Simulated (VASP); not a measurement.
# Pt (Im-3m) in VASP: single point with LDA

Aim: the single point of Pt with LDA.

All numbers are computed with VASP 6.6.1; they aren't measurements. Logs are shortened: lines on timing, memory, paths and dates and some standing lists are left out, and cuts for length are marked.

## Step 1: The cell of the first run

Symmetry: Im-3m, No. 229, cubic system. The conventional cell has a = 3.168 Å, b = 3.168 Å, c = 3.168 Å, α = 90.00°, β = 90.00°, γ = 90.00°. Within 3.6 Å of Pt (site symmetry m-3m) lie 14 Pt at 2.74 to 3.17 Å.

## Step 2: Single point, LDA

File INCAR:

```
SYSTEM = Pt
ALGO = Normal
EDIFF = 1E-6
ENCUT = 500
GGA = CA
GGA_COMPAT = .FALSE.
ISIF = 2
ISMEAR = 0
LASPH = .TRUE.
LCHARG = .FALSE.
LREAL = .FALSE.
LWAVE = .FALSE.
NBANDS = 11
NELM = 120
PREC = Accurate
SIGMA = 0.1
```

File KPOINTS:

```
k-points
0
G
  8 8 8
  0 0 0
```

File POSCAR:

```
Pt
1.0
   -1.5842200000      1.5842200000      1.5842200000
    1.5842200000     -1.5842200000      1.5842200000
    1.5842200000      1.5842200000     -1.5842200000
Pt
1
Direct
    0.0000000000      0.0000000000      0.0000000000
```

Potentials or basis: VASP PAW LDA potentials, release 64 (Pt).

Launch:

```
cat potpaw_LDA.64/Pt/POTCAR > POTCAR
mpirun -np 1 vasp_std > vasp.out
```

OUTCAR:

```text
SYSTEM = Pt
   EDIFF = 1E-6
   ENCUT = 500
   GGA = CA
   ISIF = 2
   ISMEAR = 0
   LASPH = .TRUE.
   LREAL = .FALSE.
   NELM = 120
   PREC = Accurate

 ion  position               nearest neighbor table
   1  0.000  0.000  0.000-

  LATTYP: Found a body centered cubic cell.
 ALAT       =     3.1684400000

  Lattice vectors:

 A1 = (  -1.5842200000,   1.5842200000,   1.5842200000)
 A2 = (   1.5842200000,  -1.5842200000,   1.5842200000)
 A3 = (   1.5842200000,   1.5842200000,  -1.5842200000)

Analysis of symmetry for initial positions (statically):
=====================================================================
 Subroutine PRICEL returns:
 Original cell was already a primitive cell.

 Routine SETGRP: Setting up the symmetry group for a
 body centered cubic supercell.

 Subroutine GETGRP returns: Found 48 space group operations
 (whereof 48 operations were pure point group operations)
 out of a pool of 48 trial point group operations.

The static configuration has the point symmetry O_h .

Analysis of symmetry for dynamics (positions and initial velocities):
=====================================================================
 Subroutine PRICEL returns:
 Original cell was already a primitive cell.

 Routine SETGRP: Setting up the symmetry group for a
 body centered cubic supercell.

 Subroutine GETGRP returns: Found 48 space group operations
 (whereof 48 operations were pure point group operations)
 out of a pool of 48 trial point group operations.

The dynamic configuration has the point symmetry O_h .

 Subroutine INISYM returns: Found 48 space group operations
 (whereof 48 operations are pure point group operations),
 and found     1 'primitive' translations

----------------------------------------------------------------------------------------

                                     Primitive cell

  volume of cell :      15.9040

  direct lattice vectors                    reciprocal lattice vectors
    -1.584220000  1.584220000  1.584220000     0.000000000  0.315612731  0.315612731
     1.584220000 -1.584220000  1.584220000     0.315612731  0.000000000  0.315612731
     1.584220000  1.584220000 -1.584220000     0.315612731  0.315612731  0.000000000

  length of vectors
     2.743949530  2.743949530  2.743949530     0.446343804  0.446343804  0.446343804

  position of ions in fractional coordinates (direct lattice)
[... 75 lines left out ...]
   ENCUT  =  500.0 eV  36.75 Ry    6.06 a.u.   5.00  5.00  5.00*2*pi/ulx,y,z
   NELM   =    120;   NELMIN=  2; NELMDL= -5     # of ELM steps
   EDIFF  = 0.1E-05   stopping-criterion for ELM
   LREAL  =      F    real-space projection
   EDIFFG = 0.1E-04   stopping-criterion for IOM
   NSW    =      0    number of steps for IOM
   IBRION =     -1    ionic relax: 0-MD 1-quasi-New 2-CG
   NFREE  =      0    steps in history (QN), initial steepest desc. (CG)
   ISIF   =      2    stress and relaxation
   ISYM   =      2    0-nonsym 1-usesym 2-fastsym
   POTIM  = 0.5000    time-step for ionic-motion
   TEBEG  =    0.0;   TEEND  =   0.0 temperature during run
   PSTRESS=    0.0 pullay stress
   NELECT =      10.0000    total number of electrons
   NUPDOWN=      -1.0000    fix difference up-down
   EMIN   =  10.00;   EMAX   =-10.00  energy-range for DOS
   EFERMI =   0.00;   METHOD = LEGACY
   ISMEAR =     0;   SIGMA  =   0.10  broadening in eV -4-tet -1-fermi 0-gaus
   EFERMI_NEDOS =   21; number of points for ismear=-14 and -15
   IALGO  =     38    algorithm
   IMIX   =      4    mixing-type and parameters
     AMIX     =   0.40;   BMIX     =  1.00
     AMIX_MAG =   1.60;   BMIX_MAG =  1.00
  volume/ion in A,a.u.               =      15.90       107.33
  Fermi-wavevector in a.u.,A,eV,Ry     =   1.402510  2.650360 26.763132  1.967035
  Thomas-Fermi vector in A             =   2.525265
   LORBIT       =      0    0 simple, 1 ext, 2 COOP (PROOUT), +10 PAW based schemes
   GGA     = CA    functional components
   LHFCALC =     F    Hartree Fock is set to
   AEXX    =    0.0000 exact exchange contribution
   IVDW    =     0    specifies the selected vdW correction
   LEPSILON=     F    determine dielectric tensor
   LRPA    =     F    only Hartree local field effects (RPA)
 non-spin polarized calculation
 Gauss-broadening in eV      SIGMA  =   0.10
  energy-cutoff  :      500.00
  volume of cell :       15.90
 maximum number of plane-waves:       420
   NGX =  9   NGY =  9   NGZ =  9

 number of electron      10.0000000 magnetization

 Free energy of the ion-electron system (eV)
  ---------------------------------------------------
  ext. energy  EPLUGINS =         0.00000000
  ---------------------------------------------------
  free energy    TOTEN  =        -7.28073721 eV

  energy without entropy =       -7.26495750  energy(sigma->0) =       -7.27284735

 E-fermi :   9.9986     XC(G=0): -13.3732

 val. band max:        9.9809252499   @ k =  -0.3750   0.3750   0.1250
 cond. band min:       9.9992444174   @ k =  -0.2500   0.2500   0.2500
 fundamental gap:      0.0183191675
 Fermi energy:         9.9986239599

 k-point     1 :       0.0000    0.0000    0.0000
  band No.  band energies     occupation
      1       0.4789      2.00000
      2       6.4847      2.00000
      3       6.4847      2.00000
      4       6.4847      2.00000
      5       8.9948      2.00000
      6       8.9948      2.00000
      7      27.0021      0.00000
      8      27.0021      0.00000
      9      27.0021      0.00000
     10      37.0182      0.00000
     11      37.0269      0.00000
[... 309 lines left out ...]
 k-point    24 :      -0.3750    0.3750    0.2500
  band No.  band energies     occupation
      1       4.8472      2.00000
      2       5.4174      2.00000
      3       7.2182      2.00000
      4       7.8745      2.00000
      5       9.7492      1.99958
      6      11.6213      0.00000
      7      20.6276      0.00000
      8      23.4119      0.00000
      9      25.7235      0.00000
     10      28.7918      0.00000
     11      35.1479      0.00000

 [... further k-points ...]
[... 5 lines left out ...]
  --------------------------------------------------------------------------------------
  -------------------------------------------------------------------------------------
  Total       -1.3727227     -1.3727227     -1.3727227     -0.0000000      0.0000000     -0.0000000
  in kB     -138.2887718   -138.2887718   -138.2887718     -0.0000000      0.0000000     -0.0000000
  external PRESSURE =    -138.2887718 kB  Pullay stress =       0.0000000 kB

 VOLUME and BASIS-vectors are now :
 -----------------------------------------------------------------------------
  energy-cutoff  :      500.00
  volume of cell :       15.90
      direct lattice vectors                 reciprocal lattice vectors
    -1.584220000  1.584220000  1.584220000     0.000000000  0.315612731  0.315612731
     1.584220000 -1.584220000  1.584220000     0.315612731  0.000000000  0.315612731
     1.584220000  1.584220000 -1.584220000     0.315612731  0.315612731  0.000000000

 POSITION                                       TOTAL-FORCE (eV/Angst)
 -----------------------------------------------------------------------------------
      0.00000      0.00000      0.00000        -0.000000      0.000000     -0.000000
 -----------------------------------------------------------------------------------
    total drift:                                0.000000     -0.000000     -0.000000

  FREE ENERGIE OF THE ION-ELECTRON SYSTEM (eV)
  ---------------------------------------------------
  free  energy   TOTEN  =        -7.2807372092 eV

  energy  without entropy=       -7.2649575008  energy(sigma->0) =       -7.27284735
```

stdout:

```text
POSCAR found type information on POSCAR Pt
 POSCAR found :  1 types and       1 ions
 scaLAPACK will be used
 LDA part: xc-table for (Slater(with rela. corr.)+CA(PZ))
 , standard interpolation
 POSCAR, INCAR and KPOINTS ok, starting setup
 FFT: planning ... GRIDC
 FFT: planning ... GRID_SOFT
 FFT: planning ... GRID
 WAVECAR not read
 entering main loop
```

It took 8.4 s on 1 thread of AMD EPYC 7R13, shared host; peak memory 0.09 GiB.

Results:

```yaml
Free_energy: -7.2807 eV
Pressure: -13.8 GPa
Band_gap_on_the_k_mesh: zero (band 5 reaches 10.92 eV, above the bottom of band 6 at 8.99 eV)
```

Levels at points of the mesh, in eV from the Fermi level:
```tsv
k point	band 1	band 2	band 3	band 4	band 5	band 6	band 7	band 8	band 9	band 10
(0.00, 0.00, 0.00)	-9.52	-3.51	-3.51	-3.51	-1.00	-1.00	17.00	17.00	17.00	27.02
(0.50, 0.00, 0.00)	-6.58	-4.93	-1.20	-0.68	0.21	1.00	6.18	13.17	15.66	23.85
(0.50, 0.50, 0.50)	-6.06	-6.06	0.48	0.48	0.48	7.55	7.55	7.55	12.58	18.97
```

Caveat: spin-orbit coupling is left out, which moves the levels of the heavy elements.
